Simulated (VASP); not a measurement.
Here is a VASP 6.6.1 calculation.

Contents of INCAR:

```
ALGO = Fast
EDIFF = 1E-8
ENCUT = 520
GGA = VW
IBRION = 8
ISIF = 2
ISMEAR = 0
ISPIN = 2
LASPH = T
LCHARG = T
LORBIT = 11
LREAL = F
LWAVE = F
MAGMOM = 0.875 0.125
NELM = 150
NSW = 1
NUPDOWN = 1.0
PREC = Accurate
SIGMA = 0.1
```

The input KPOINTS:

```
k-points
0
Gamma
  11 11 6
```

Contents of POSCAR:

```
Zn
1.0
    2.6700000000      0.0000000000      0.0000000000
   -1.3350000000      2.3122878281      0.0000000000
    0.0000000000      0.0000000000      4.9660000000
Zn
2
Direct
    0.6666666667      0.3333333333      0.7500000000
    0.3333333333      0.6666666667      0.2500000000
```

Potentials or basis: VASP PAW PBE potentials, release 64 (Zn).

Launch:

```console
$ cat potpaw_PBE.64/Zn/POTCAR > POTCAR
$ mpirun -np 1 vasp_std > vasp.out
```

Question: What does it give for the highest phonon frequency at Γ?

Answer: 129 cm⁻¹.

Phonon frequencies in cm⁻¹ (negative: imaginary):
```
              q point      frequencies
(0.000, 0.000, 0.000)  0 0 0 32 32 129
```

Caveat: the cell wasn't relaxed at this level first, which shifts response properties; the total moment is fixed, so each spin has its own Fermi level.
